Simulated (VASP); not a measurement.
Set up this calculation in VASP 6.6.1, as the native input.

| Quantity | Value |
| --- | --- |
| Task | single point |
| Functional | LDA |
| Potentials or basis | VASP PAW LDA potentials, release 64 (Pb_d, Se) |
| Cutoff | 520 eV |
| k mesh | 8 × 8 × 8 |
| Occupations | fermi-dirac, width 0.05 eV |
| Spin | no spin polarisation |
| Dipole correction | no |
| Further INCAR settings | ALGO = Normal; EDIFF = 1e-06; NBANDS = 17 |

The structure of PbSe (Clausthalite) lies in POSCAR:

```
PbSe
1.0
    0.0000000000      3.0401081059      3.0401081059
    3.0401081059      0.0000000000      3.0401081059
    3.0401081059      3.0401081059      0.0000000000
Pb Se
1 1
Direct
    0.0000000000      0.0000000000      0.0000000000
    0.5000000000      0.5000000000      0.5000000000
```

One way to write it, as run:

INCAR

```
SYSTEM = PbSe
PREC     = Accurate       ! precision mode
ENCUT    = 520            ! plane-wave cutoff, eV
EDIFF    = 1E-6           ! SCF threshold, eV
ISMEAR   = -1             ! smearing method
SIGMA    = 0.05           ! smearing width, eV
LREAL    = .FALSE.        ! projectors in reciprocal space
LASPH    = .TRUE.         ! aspherical terms in the spheres
NELM     = 80             ! most SCF steps
ALGO     = Normal         ! electronic algorithm
ISIF     = 2              ! what is computed and relaxed
LWAVE    = .FALSE.        ! write WAVECAR
LCHARG   = .FALSE.        ! write CHGCAR
NBANDS   = 17             ! bands
```

KPOINTS

```
Automatic mesh
0
G
  8 8 8
  0 0 0
```

Potentials or basis: VASP PAW LDA potentials, release 64 (Pb_d, Se).

Run with:

```bash
$ cat potpaw_LDA.64/Pb_d/POTCAR potpaw_LDA.64/Se/POTCAR > POTCAR
$ mpirun -np 1 vasp_std > vasp.out
```

Results of the run:

| Property | Result |
| --- | --- |
| Pressure | -1.0 GPa |
| Band gap on the k mesh | 0.09 eV, direct |

Caveat: spin-orbit coupling is left out, which moves the levels of the heavy elements.

It took 11 s on 1 thread of AMD EPYC 9R45 96-Core Processor (Zen 5) (shared host), peak memory 0.14 GiB.
